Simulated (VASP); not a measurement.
# SiC26 (a cell with a defect) in VASP: single point with PBE

Aim: the single point of SiC26 (a cell with a defect) with PBE.

Program: VASP 6.6.1. These are calculated values, not measurements. Logs are shortened: lines on timing, memory, paths and dates and some standing lists are left out, and cuts for length are marked.

### 1 The cell of the first run

The cell holds a defect, 27 atoms: a = 6.526 Å, b = 6.526 Å, c = 9.367 Å, α = 69.61°, β = 69.61°, γ = 60.00°.

### 2 Single point, PBE

INCAR reads:

```
ALGO = Normal ; EDIFF = 1E-6
ENCUT = 520 ; GGA = PE
ISIF = 2 ; ISMEAR = 0
LASPH = True ; LCHARG = True
LELF = True ; LREAL = Auto
LVHAR = True ; LWAVE = False
NBANDS = 73 ; NELM = 60
PREC = Accurate ; SIGMA = 0.1
```

KPOINTS reads:

```
k-points
0
Gamma
  4 4 4
```

POSCAR reads:

```
SiC26
1.0
    6.1662906811     -2.1360657508      0.0000000000
    1.2332581362     -6.4081972523      0.0000000000
    2.4665162724     -2.8480876677     -8.5756693636
Si C
1 26
Direct
    0.3734789036      0.6678218920      0.2402117642
    0.2024660115      0.5166274409      0.2191438432
    0.0672926943      0.1989783963      0.2562719901
    0.9037006614      0.9318646154      0.2595951329
    0.7817391517      0.6386106408      0.2467115334
    0.6309214914      0.3532824667      0.2734297067
    0.4960511817      0.0725065777      0.2300783259
    0.6689252941      0.1258661075      0.2563423815
    0.5584703172      0.8329832185      0.2192227189
    0.2576643340      0.2698280460      0.2300744039
    0.0939055683      0.9602191518      0.2733162884
    0.9608738376      0.6926732116      0.2466873143
    0.8302893220      0.3908036759      0.2596371018
    0.1748449839      0.6056599133      0.7528246684
    0.0319569122      0.3198385015      0.7529636250
    0.8890375903      0.0341298095      0.7530505713
    0.7461815223      0.7483571545      0.7532047835
    0.6034101624      0.4627388276      0.7528505317
    0.4604944912      0.1769864637      0.7531003191
    0.3176490869      0.8912890923      0.7529664842
    0.5080358555      0.9388636217      0.7532326388
    0.3653666063      0.6532543044      0.7527675232
    0.2224660414      0.3674828784      0.7529241812
    0.0795342775      0.0817544927      0.7529766361
    0.9366733497      0.7960484317      0.7530820385
    0.7938399749      0.5103175117      0.7529997882
    0.6509813300      0.2246073662      0.7530094167
```

Potentials or basis: VASP PAW PBE potentials, release 64 (Si, C).

Started as:

```
$ cat potpaw_PBE.64/Si/POTCAR potpaw_PBE.64/C/POTCAR > POTCAR
$ mpirun -np 1 vasp_std > vasp.out
```

OUTCAR:

```text
EDIFF = 1E-6
   ENCUT = 520
   GGA = PE
   ISIF = 2
   ISMEAR = 0
   LASPH = True
   LREAL = Auto
   NELM = 60
   PREC = Accurate

 ion  position               nearest neighbor table
   1  0.373  0.668  0.240-  11 1.90   6 1.90   9 1.91   2 1.91   5 2.60  12 2.60
   2  0.202  0.517  0.219-  12 1.41  10 1.44   1 1.91
   3  0.067  0.199  0.256-  13 1.42  11 1.43  10 1.45
   4  0.904  0.932  0.260-  11 1.40   8 1.42  12 1.45
   5  0.782  0.639  0.247-  12 1.38   9 1.41  13 1.45   1 2.60
   6  0.631  0.353  0.273-  13 1.40   8 1.44   1 1.90
   7  0.496  0.073  0.230-   9 1.44  10 1.44   8 1.45
   8  0.669  0.126  0.256-   4 1.42   6 1.44   7 1.45
   9  0.558  0.833  0.219-   5 1.41   7 1.44   1 1.91
  10  0.258  0.270  0.230-   2 1.44   7 1.44   3 1.45
  11  0.094  0.960  0.273-   4 1.40   3 1.43   1 1.90
  12  0.961  0.693  0.247-   5 1.38   2 1.41   4 1.45   1 2.60
  13  0.830  0.391  0.260-   6 1.40   3 1.42   5 1.45
  14  0.175  0.606  0.753-  25 1.42  22 1.42  23 1.42
  15  0.032  0.320  0.753-  24 1.42  26 1.42  23 1.42
  16  0.889  0.034  0.753-  25 1.42  27 1.42  24 1.42
  17  0.746  0.748  0.753-  25 1.42  26 1.42  21 1.42
  18  0.603  0.463  0.753-  27 1.42  22 1.42  26 1.42
  19  0.460  0.177  0.753-  27 1.42  23 1.42  21 1.42
  20  0.318  0.891  0.753-  22 1.42  24 1.42  21 1.42
  21  0.508  0.939  0.753-  19 1.42  20 1.42  17 1.42
  22  0.365  0.653  0.753-  18 1.42  20 1.42  14 1.42
  23  0.222  0.367  0.753-  19 1.42  15 1.42  14 1.42
  24  0.080  0.082  0.753-  16 1.42  15 1.42  20 1.42
  25  0.937  0.796  0.753-  16 1.42  14 1.42  17 1.42
  26  0.794  0.510  0.753-  18 1.42  15 1.42  17 1.42
  27  0.651  0.225  0.753-  19 1.42  16 1.42  18 1.42

  LATTYP: Found a trigonal (rhomboedric) cell.
 ALAT       =     9.3668250181
 COS(alpha) =     0.7573103810

  Lattice vectors:

 A1 = (  -3.6997744087,  -0.7120219169,  -8.5756693636)
 A2 = (   1.2332581362,   3.5601095846,  -8.5756693636)
 A3 = (   2.4665162724,  -2.8480876677,  -8.5756693636)

Analysis of symmetry for initial positions (statically):
=====================================================================
 Subroutine PRICEL returns:
 Original cell was already a primitive cell.

 Routine SETGRP: Setting up the symmetry group for a
 trigonal (rhombohedral) supercell.

 Subroutine GETGRP returns: Found  1 space group operations
 (whereof  1 operations were pure point group operations)
 out of a pool of 12 trial point group operations.

The static configuration has the point symmetry C_1 .
[... 162 lines left out ...]
   NELM   =     60;   NELMIN=  2; NELMDL= -5     # of ELM steps
   EDIFF  = 0.1E-05   stopping-criterion for ELM
   LREAL  =      T    real-space projection
   EDIFFG = 0.1E-04   stopping-criterion for IOM
   NSW    =      0    number of steps for IOM
[... 5 lines left out ...]
   TEBEG  =    0.0;   TEEND  =   0.0 temperature during run
   PSTRESS=    0.0 pullay stress
   NELECT =     108.0000    total number of electrons
   NUPDOWN=      -1.0000    fix difference up-down
   EMIN   =  10.00;   EMAX   =-10.00  energy-range for DOS
   EFERMI =   0.00;   METHOD = LEGACY
   ISMEAR =     0;   SIGMA  =   0.10  broadening in eV -4-tet -1-fermi 0-gaus
   EFERMI_NEDOS =   21; number of points for ismear=-14 and -15
   IALGO  =     38    algorithm
   IMIX   =      4    mixing-type and parameters
     AMIX     =   0.40;   BMIX     =  1.00
     AMIX_MAG =   1.60;   BMIX_MAG =  1.00
  volume/ion in A,a.u.               =      11.71        79.05
  Fermi-wavevector in a.u.,A,eV,Ry     =   1.144268  2.162354 17.814787  1.309350
  Thomas-Fermi vector in A             =   2.280961
   LORBIT       =      0    0 simple, 1 ext, 2 COOP (PROOUT), +10 PAW based schemes
   GGA     = PE    functional components
   LHFCALC =     F    Hartree Fock is set to
   AEXX    =    0.0000 exact exchange contribution
   IVDW    =     0    specifies the selected vdW correction
   LEPSILON=     F    determine dielectric tensor
   LRPA    =     F    only Hartree local field effects (RPA)
 non-spin polarized calculation
 Gauss-broadening in eV      SIGMA  =   0.10
  energy-cutoff  :      520.00
  volume of cell :      316.27
 maximum number of plane-waves:      8542
 NGX is ok and might be reduce to    50
   NGX = 25   NGY = 25   NGZ = 35

 number of electron     107.9999997 magnetization

 Free energy of the ion-electron system (eV)
  ---------------------------------------------------
  ext. energy  EPLUGINS =         0.00000000
  ---------------------------------------------------
  free energy    TOTEN  =      -240.54742385 eV

  energy without entropy =     -240.54025009  energy(sigma->0) =     -240.54383697

 E-fermi :   2.4581     XC(G=0):  -8.6933

 val. band max:        2.4531569071   @ k =  -0.0000   0.5000   0.0000
 cond. band min:       2.4636900039   @ k =  -0.0000   0.5000   0.5000
 fundamental gap:      0.0105330968
 Fermi energy:         2.4581443011

 k-point     1 :       0.0000    0.0000    0.0000
  band No.  band energies     occupation
      1     -16.6690      2.00000
      2     -16.0807      2.00000
      3     -13.3732      2.00000
      4     -13.3720      2.00000
      5     -13.3704      2.00000
      6     -13.3693      2.00000
[... 1645 lines left out ...]
     65       7.9948      0.00000
     66       8.0100      0.00000

 [... further k-points ...]

 [bands above 66 left out]

------------------------ aborting loop because EDIFF is reached ----------------------------------------

  FORCE on cell =-STRESS in cart. coord.  units (eV):
  Direction    XX          YY          ZZ          XY          YZ          ZX
  --------------------------------------------------------------------------------------
  -------------------------------------------------------------------------------------
  Total       20.3799394    -17.9836456      0.0692181     -0.4829302      0.0038326     -0.0047977
  in kB      103.2401911    -91.1011058      0.3506433     -2.4464160      0.0194152     -0.0243043
  external PRESSURE =       4.1632429 kB  Pullay stress =       0.0000000 kB

 VOLUME and BASIS-vectors are now :
 -----------------------------------------------------------------------------
  energy-cutoff  :      520.00
  volume of cell :      316.27
      direct lattice vectors                 reciprocal lattice vectors
     6.166290681 -2.136065751  0.000000000     0.173755768  0.033439313  0.038869658
     1.233258136 -6.408197252  0.000000000    -0.057918589 -0.167196565  0.038869658
     2.466516272 -2.848087668 -8.575669364     0.000000000  0.000000000 -0.116608973

 POSITION                                       TOTAL-FORCE (eV/Angst)
 -----------------------------------------------------------------------------------
      3.71906     -5.76145     -2.05998         0.001022     -0.000390     -0.003493
      2.42612     -4.36727     -1.87931         0.031527     -0.009429      0.012867
      1.29244     -2.14872     -2.19770         0.001212     -0.004056      0.001124
      7.36201     -8.64129     -2.22620        -0.007749      0.006083      0.000881
      6.21652     -6.46485     -2.11572        -0.006477      0.014820      0.002932
      5.00055     -4.39035     -2.34484        -0.041918     -0.017749     -0.011349
[... 19 lines left out ...]
      7.38169     -7.11052     -6.45748         0.005907      0.000533      0.000603
      6.14845     -4.97450     -6.45756         0.000762      0.009063     -0.004389
 -----------------------------------------------------------------------------------
    total drift:                                0.001184     -0.012378     -0.006243

  FREE ENERGIE OF THE ION-ELECTRON SYSTEM (eV)
  ---------------------------------------------------
  free  energy   TOTEN  =      -240.5474238479 eV

  energy  without entropy=     -240.5402500927  energy(sigma->0) =     -240.54383697
```

OSZICAR:

```text
N       E                     dE             d eps       ncg     rms          rms(c)
DAV:   1     0.534758860348E+03    0.53476E+03   -0.52618E+04  5288   0.133E+03
DAV:   2    -0.201754618318E+03   -0.73651E+03   -0.70289E+03  6749   0.291E+02
DAV:   3    -0.257216713682E+03   -0.55462E+02   -0.54855E+02  6248   0.813E+01
DAV:   4    -0.258539112702E+03   -0.13224E+01   -0.13193E+01  6792   0.138E+01
DAV:   5    -0.258576861438E+03   -0.37749E-01   -0.37722E-01  6927   0.215E+00    0.238E+01
DAV:   6    -0.244477076185E+03    0.14100E+02   -0.16614E+01  6016   0.119E+01    0.137E+01
DAV:   7    -0.240533054921E+03    0.39440E+01   -0.13378E+01  6208   0.107E+01    0.437E+00
DAV:   8    -0.240524818915E+03    0.82360E-02   -0.66427E-01  6030   0.259E+00    0.166E+00
DAV:   9    -0.240541926567E+03   -0.17108E-01   -0.67313E-02  5991   0.839E-01    0.389E-01
DAV:  10    -0.240545853618E+03   -0.39271E-02   -0.63419E-03  6060   0.286E-01    0.123E-01
DAV:  11    -0.240547104082E+03   -0.12505E-02   -0.10002E-03  6216   0.128E-01    0.599E-02
DAV:  12    -0.240547404201E+03   -0.30012E-03   -0.33393E-04  5828   0.689E-02    0.214E-02
DAV:  13    -0.240547421597E+03   -0.17396E-04   -0.26136E-05  6320   0.203E-02    0.840E-03
DAV:  14    -0.240547423765E+03   -0.21673E-05   -0.84164E-06  5942   0.103E-02    0.202E-03
DAV:  15    -0.240547423848E+03   -0.83210E-07   -0.53950E-07  4080   0.282E-03
   1 F= -.24054742E+03 E0= -.24054384E+03  d E =-.717376E-02
```

Wall time 23 min (1 thread of Intel Xeon Platinum 8488C (Sapphire Rapids), shared host); peak memory 0.7 GiB.

Results:

* Free energy: -240.5474 eV
* Pressure: 0.4 GPa
* Largest force: 0.052 eV/Å

Forces on the atoms (eV/Å):
```
Si   0.001  0.000 -0.003
C    0.032 -0.009  0.013
C    0.001 -0.004  0.001
C   -0.008  0.006  0.001
C   -0.006  0.015  0.003
C   -0.042 -0.018 -0.011
C   -0.003 -0.009 -0.002
C   -0.007  0.004  0.008
C   -0.029  0.010  0.016
C    0.003  0.001  0.004
C    0.046  0.016 -0.016
C   -0.001 -0.016  0.001
C    0.011 -0.016  0.001
C    0.003  0.001 -0.001
C   -0.001  0.001  0.001
C   -0.007 -0.007 -0.001
C   -0.002  0.006 -0.003
C    0.001  0.002 -0.001
C    0.000  0.001 -0.001
C    0.003  0.010  0.004
C   -0.004  0.000  0.000
C   -0.001 -0.003 -0.007
C    0.001  0.007  0.000
C    0.003 -0.004 -0.005
C    0.000 -0.003  0.002
C    0.006  0.001  0.001
C    0.001  0.009 -0.004
```

Stress tensor (GPa, compression positive):
```
10.32 -0.24  0.00
-0.24 -9.11  0.00
 0.00  0.00  0.04
```
